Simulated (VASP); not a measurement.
# Pt (P6_3/mmc) in VASP: further runs

The runs below take Pt through single point, with PBEsol.

Program: VASP 6.6.1. These are calculated values, not measurements. Logs are shortened: lines on timing, memory, paths and dates and some standing lists are left out, and cuts for length are marked.

## 1. The cell of the first run

The structure is hexagonal, space group P6_3/mmc (No. 194). The conventional cell has a = 2.761 Å, b = 2.761 Å, c = 4.792 Å, α = 90.00°, β = 90.00°, γ = 120.00°. Within 3.6 Å of Pt (site symmetry -6m2) lie 12 Pt at 2.76 to 2.88 Å.

This isn't the form of Pt at room conditions, which is fcc.

## 2. Single point, PBEsol

File INCAR:

```
SYSTEM = Pt
ALGO = Normal
EDIFF = 1E-7
ENCUT = 520
GGA = PS
ISIF = 2
ISMEAR = 1
LASPH = .True.
LCHARG = .False.
LREAL = .False.
LWAVE = .False.
NBANDS = 17
NELM = 100
PREC = Accurate
SIGMA = 0.2
```

File KPOINTS:

```
k-points
0
Gamma
  12 12 6
  0 0 0
```

File POSCAR:

```
Pt
1.0
    2.7606660000      0.0000000000      0.0000000000
   -1.3803330000      2.3908070000      0.0000000000
    0.0000000000      0.0000000000      4.7921340000
Pt
2
Direct
    0.6666666667      0.3333333333      0.7500000000
    0.3333333333      0.6666666667      0.2500000000
```

Potentials or basis: VASP PAW PBE potentials, release 64 (Pt).

Run with:

```
cat potpaw_PBE.64/Pt/POTCAR > POTCAR
mpirun -np 1 vasp_std > vasp.out
```

OUTCAR:

```text
SYSTEM = Pt
   EDIFF = 1E-7
   ENCUT = 520
   GGA = PS
   ISIF = 2
   ISMEAR = 1
   LASPH = .True.
   LREAL = .False.
   NELM = 100
   PREC = Accurate

 ion  position               nearest neighbor table
   1  0.667  0.333  0.750-   2 2.88   2 2.88   2 2.88   2 2.88   2 2.88   2 2.88
   2  0.333  0.667  0.250-   1 2.88   1 2.88   1 2.88   1 2.88   1 2.88   1 2.88

  LATTYP: Found a hexagonal cell.
 ALAT       =     2.7606660000
 C/A-ratio  =     1.7358615638

  Lattice vectors:

 A1 = (   2.7606660000,   0.0000000000,   0.0000000000)
 A2 = (  -1.3803330000,   2.3908070000,   0.0000000000)
 A3 = (   0.0000000000,   0.0000000000,   4.7921340000)

Analysis of symmetry for initial positions (statically):
=====================================================================
 Subroutine PRICEL returns:
 Original cell was already a primitive cell.

 Routine SETGRP: Setting up the symmetry group for a
 hexagonal supercell.

 Subroutine GETGRP returns: Found 24 space group operations
 (whereof 12 operations were pure point group operations)
 out of a pool of 24 trial point group operations.

The static configuration has the point symmetry D_3d.
 The point group associated with its full space group is D_6h.

Analysis of symmetry for dynamics (positions and initial velocities):
=====================================================================
 Subroutine PRICEL returns:
 Original cell was already a primitive cell.

 Routine SETGRP: Setting up the symmetry group for a
 hexagonal supercell.

 Subroutine GETGRP returns: Found 24 space group operations
 (whereof 12 operations were pure point group operations)
 out of a pool of 24 trial point group operations.

The dynamic configuration has the point symmetry D_3d.
 The point group associated with its full space group is D_6h.

 Subroutine INISYM returns: Found 24 space group operations
 (whereof 12 operations are pure point group operations),
 and found     1 'primitive' translations

----------------------------------------------------------------------------------------

                                     Primitive cell

  volume of cell :      31.6291

  direct lattice vectors                    reciprocal lattice vectors
     2.760666000  0.000000000  0.000000000     0.362231433  0.209134405  0.000000000
    -1.380333000  2.390807000  0.000000000     0.000000000  0.418268810  0.000000000
     0.000000000  0.000000000  4.792134000     0.000000000  0.000000000  0.208675300

  length of vectors
     2.760666000  2.760666098  4.792134000     0.418268825  0.418268810  0.208675300

  position of ions in fractional coordinates (direct lattice)
     0.666666667  0.333333333  0.750000000
     0.333333333  0.666666667  0.250000000

  ion indices of the primitive-cell ions
   primitive index   ion index
                 1           1
                 2           2

----------------------------------------------------------------------------------------

 KPOINTS: k-points

Automatic generation of k-mesh.
 Grid dimensions read from file:
 generate k-points for:   12   12    6

 Generating k-lattice:

  Cartesian coordinates                     Fractional coordinates (reciprocal lattice)
     0.030185953  0.017427867  0.000000000     0.083333333  0.000000000  0.000000000
     0.000000000  0.034855734  0.000000000     0.000000000  0.083333333  0.000000000
     0.000000000  0.000000000  0.034779217     0.000000000  0.000000000  0.166666667

  Length of vectors
     0.034855735  0.034855734  0.034779217

  Shift w.r.t. Gamma in fractional coordinates (k-lattice)
     0.000000000  0.000000000  0.000000000

 Subroutine IBZKPT returns following result:
 ===========================================

 Found     76 irreducible k-points:

 Following reciprocal coordinates:
            Coordinates               Weight
  0.000000  0.000000  0.000000      1.000000
  0.083333  0.000000  0.000000      6.000000
  0.166667  0.000000  0.000000      6.000000
  0.250000  0.000000  0.000000      6.000000
  0.333333  0.000000  0.000000      6.000000
  0.416667 -0.000000  0.000000      6.000000
[... 16 lines left out ...]
  0.250000  0.000000  0.166667     12.000000
  0.333333  0.000000  0.166667     12.000000
 [... further k-points ...]
   k-points           NKPTS =     76   k-points in BZ     NKDIM =     76   number of bands    NBANDS=     17
   number of dos      NEDOS =    301   number of ions     NIONS =      2
   total plane-waves  NPLWV =  20736
   dimension x,y,z NGX =    24 NGY =   24 NGZ =   36
   dimension x,y,z NGXF=    48 NGYF=   48 NGZF=   72
   ions per type =               2
   NGX,Y,Z   is equivalent  to a cutoff of  14.45, 14.45, 12.49 a.u.
   NGXF,Y,Z  is equivalent  to a cutoff of  28.91, 28.91, 24.98 a.u.
 SYSTEM =  Pt
   PREC   = accura    normal or accurate (medium, high low for compatibility)
   ISTART =      0    job   : 0-new  1-cont  2-samecut
   ICHARG =      2    charge: 1-file 2-atom 10-const
   ISPIN  =      1    spin polarized calculation?
   LNONCOLLINEAR =      F non collinear calculations
   LSORBIT =      F    spin-orbit coupling
   LASPH  =      T    aspherical Exc in radial PAW
   ENCUT  =  520.0 eV  38.22 Ry    6.18 a.u.   5.13  5.13  8.91*2*pi/ulx,y,z
   NELM   =    100;   NELMIN=  2; NELMDL= -5     # of ELM steps
   EDIFF  = 0.1E-06   stopping-criterion for ELM
   LREAL  =      F    real-space projection
   EDIFFG = 0.1E-05   stopping-criterion for IOM
   NSW    =      0    number of steps for IOM
   IBRION =     -1    ionic relax: 0-MD 1-quasi-New 2-CG
   NFREE  =      0    steps in history (QN), initial steepest desc. (CG)
   ISIF   =      2    stress and relaxation
   ISYM   =      2    0-nonsym 1-usesym 2-fastsym
   POTIM  = 0.5000    time-step for ionic-motion
   TEBEG  =    0.0;   TEEND  =   0.0 temperature during run
   PSTRESS=    0.0 pullay stress
   NELECT =      20.0000    total number of electrons
   NUPDOWN=      -1.0000    fix difference up-down
   EMIN   =  10.00;   EMAX   =-10.00  energy-range for DOS
   EFERMI =   0.00;   METHOD = LEGACY
   ISMEAR =     1;   SIGMA  =   0.20  broadening in eV -4-tet -1-fermi 0-gaus
   EFERMI_NEDOS =   21; number of points for ismear=-14 and -15
   IALGO  =     38    algorithm
   IMIX   =      4    mixing-type and parameters
     AMIX     =   0.40;   BMIX     =  1.00
     AMIX_MAG =   1.60;   BMIX_MAG =  1.00
  volume/ion in A,a.u.               =      15.81       106.72
  Fermi-wavevector in a.u.,A,eV,Ry     =   1.405149  2.655347 26.863938  1.974444
  Thomas-Fermi vector in A             =   2.527639
   LORBIT       =      0    0 simple, 1 ext, 2 COOP (PROOUT), +10 PAW based schemes
   GGA     = PS    functional components
   LHFCALC =     F    Hartree Fock is set to
   AEXX    =    0.0000 exact exchange contribution
   IVDW    =     0    specifies the selected vdW correction
   LEPSILON=     F    determine dielectric tensor
   LRPA    =     F    only Hartree local field effects (RPA)
 non-spin polarized calculation
 Methfessel and Paxton  Order N= 1 SIGMA  =   0.20
  energy-cutoff  :      520.00
  volume of cell :       31.63
 maximum number of plane-waves:       864
 NGX is ok and might be reduce to    24
   NGX = 11   NGY = 11   NGZ = 17

 number of electron      20.0000004 magnetization

 Free energy of the ion-electron system (eV)
  ---------------------------------------------------
  ext. energy  EPLUGINS =         0.00000000
  ---------------------------------------------------
  free energy    TOTEN  =       -13.74472649 eV

  energy without entropy =      -13.73345296  energy(sigma->0) =      -13.74096865

 E-fermi :  10.1631     XC(G=0): -13.3436

 val. band max:       10.1625971836   @ k =   0.2500   0.0000   0.0000
 cond. band min:      10.1742105969   @ k =   0.4167  -0.0000   0.1667
 fundamental gap:      0.0116134133
 Fermi energy:        10.1631053856

 k-point     1 :       0.0000    0.0000    0.0000
  band No.  band energies     occupation
      1       0.4301      2.00000
      2       3.0956      2.00000
      3       6.2379      2.00000
      4       6.7578      2.00000
      5       6.7578      2.00000
      6       7.1224      2.00000
[... 9 lines left out ...]
     16      27.4478      0.00000
     17      31.1873      0.00000

 k-point     2 :       0.0833    0.0000    0.0000
  band No.  band energies     occupation
      1       0.6808      2.00000
      2       3.3259      2.00000
      3       6.2076      2.00000
      4       6.7523      2.00000
      5       6.9498      2.00000
      6       7.0061      2.00000
[... 9 lines left out ...]
     16      27.7249      0.00000
     17      29.8690      0.00000

 k-point     3 :       0.1667    0.0000    0.0000
  band No.  band energies     occupation
      1       1.3892      2.00000
      2       3.9080      2.00000
      3       6.0049      2.00000
      4       6.6084      2.00000
      5       6.8570      2.00000
      6       7.1386      2.00000
[... 9 lines left out ...]
     16      27.7621      0.00000
     17      28.0651      0.00000

 k-point     4 :       0.2500    0.0000    0.0000
  band No.  band energies     occupation
      1       2.3896      2.00000
      2       4.3331      2.00000
      3       5.8575      2.00000
      4       6.0667      2.00000
      5       6.3482      2.00000
      6       7.5834      2.00000
[... 9 lines left out ...]
     16      26.2569      0.00000
     17      28.5734      0.00000
[... 343 lines left out ...]
      1       1.6065      2.00000
      2       3.8991      2.00000
      3       6.0559      2.00000
      4       6.3192      2.00000
      5       6.5626      2.00000
      6       7.1876      2.00000
[... 9 lines left out ...]
     16      27.5905      0.00000
     17      28.2587      0.00000

 k-point    23 :       0.2500    0.0000    0.1667
  band No.  band energies     occupation
      1       2.5564      2.00000
      2       4.3663      2.00000
      3       5.6449      2.00000
      4       6.1309      2.00000
      5       6.2282      2.00000
      6       7.3500      2.00000
[... 9 lines left out ...]
     16      26.3823      0.00000
     17      27.4467      0.00000

 k-point    24 :       0.3333    0.0000    0.1667
  band No.  band energies     occupation
      1       3.3273      2.00000
      2       4.2184      2.00000
      3       5.1770      2.00000
      4       5.8875      2.00000
      5       6.9174      2.00000
      6       7.4744      2.00000
[... 9 lines left out ...]
     16      24.5795      0.00000
     17      25.9082      0.00000

 [... further k-points ...]

------------------------ aborting loop because EDIFF is reached ----------------------------------------

  FORCE on cell =-STRESS in cart. coord.  units (eV):
  Direction    XX          YY          ZZ          XY          YZ          ZX
  --------------------------------------------------------------------------------------
  -------------------------------------------------------------------------------------
  Total       -2.2426512     -2.2426514     -2.1728180      0.0000000     -0.0000000      0.0000000
  in kB     -113.6017377   -113.6017484   -110.0643307      0.0000000     -0.0000000      0.0000000
  external PRESSURE =    -112.4226056 kB  Pullay stress =       0.0000000 kB

 VOLUME and BASIS-vectors are now :
 -----------------------------------------------------------------------------
  energy-cutoff  :      520.00
  volume of cell :       31.63
      direct lattice vectors                 reciprocal lattice vectors
     2.760666000  0.000000000  0.000000000     0.362231433  0.209134405  0.000000000
    -1.380333000  2.390807000  0.000000000     0.000000000  0.418268810  0.000000000
     0.000000000  0.000000000  4.792134000     0.000000000  0.000000000  0.208675300

 POSITION                                       TOTAL-FORCE (eV/Angst)
 -----------------------------------------------------------------------------------
      1.38033      0.79694      3.59410         0.000000     -0.000000      0.000000
     -0.00000      1.59387      1.19803        -0.000000      0.000000      0.000000
 -----------------------------------------------------------------------------------
    total drift:                               -0.000000      0.000000     -0.000000

  FREE ENERGIE OF THE ION-ELECTRON SYSTEM (eV)
  ---------------------------------------------------
  free  energy   TOTEN  =       -13.7447264870 eV

  energy  without entropy=      -13.7334529649  energy(sigma->0) =      -13.74096865
```

It took 45 s on 1 thread of Intel Xeon 8259CL, shared host; peak memory 0.18 GiB.

Results:

* Free energy: -13.7447 eV
* Pressure: -11.2 GPa
* Band gap on the k mesh: zero (bands 10 and 11 overlap by 1.27 eV)

Stress tensor (GPa, compression positive):
```
-11.36   0.00   0.00
  0.00 -11.36   0.00
  0.00   0.00 -11.01
```

Caveat: the cell stands under tension; the PAW data sets were made with another functional, which shifts forces and pressure a little; spin-orbit coupling is left out, which moves the levels of the heavy elements.

## 3. Single point, PBEsol

File INCAR:

```
  PREC = Accurate
  ENCUT = 520
  EDIFF = 1E-7
  ISMEAR = 1
  SIGMA = 0.1
  LREAL = False
  LASPH = True
  NELM = 80
  ALGO = Normal
  ISIF = 2
  LWAVE = False
  LCHARG = True
  GGA = PS
  LELF = True
  LVHAR = True
  NBANDS = 17
```

File KPOINTS:

```
regular mesh
0
Gamma
  12 12 6
```

POSCAR is that of step 2.

Potentials or basis: VASP PAW PBE potentials, release 64 (Pt).

Run with:

```
cat potpaw_PBE.64/Pt/POTCAR > POTCAR
mpirun -np 1 vasp_std > vasp.out
```

It took 51 s on 1 thread of Intel Xeon 8259CL, shared host; peak memory 0.18 GiB.

It converged, with:

- Free energy: -13.7415 eV
- Pressure: -11.3 GPa
- Band gap on the k mesh: zero (bands 10 and 11 overlap by 1.27 eV)

Stress tensor (GPa, compression positive):
```
-11.47   0.00   0.00
  0.00 -11.47   0.00
  0.00   0.00 -10.94
```

Levels at points of the mesh, in eV from the Fermi level:
```tsv
k point	band 7	band 8	band 9	band 10	band 11	band 12	band 13	band 14
(0.00, 0.00, 0.00)	-3.03	-1.76	-1.76	-0.76	-0.19	-0.19	4.66	15.12
(0.50, 0.00, 0.00)	-2.59	0.04	0.31	0.51	2.26	3.72	7.23	8.80
(0.00, 0.00, 0.50)	-3.39	-3.39	-0.76	-0.76	-0.76	-0.76	11.88	11.88
(0.50, 0.00, 0.50)	-0.84	-0.84	0.43	0.43	1.68	1.68	6.43	6.43
```

Caveat: the cell stands under tension; the PAW data sets were made with another functional, which shifts forces and pressure a little; spin-orbit coupling is left out, which moves the levels of the heavy elements.
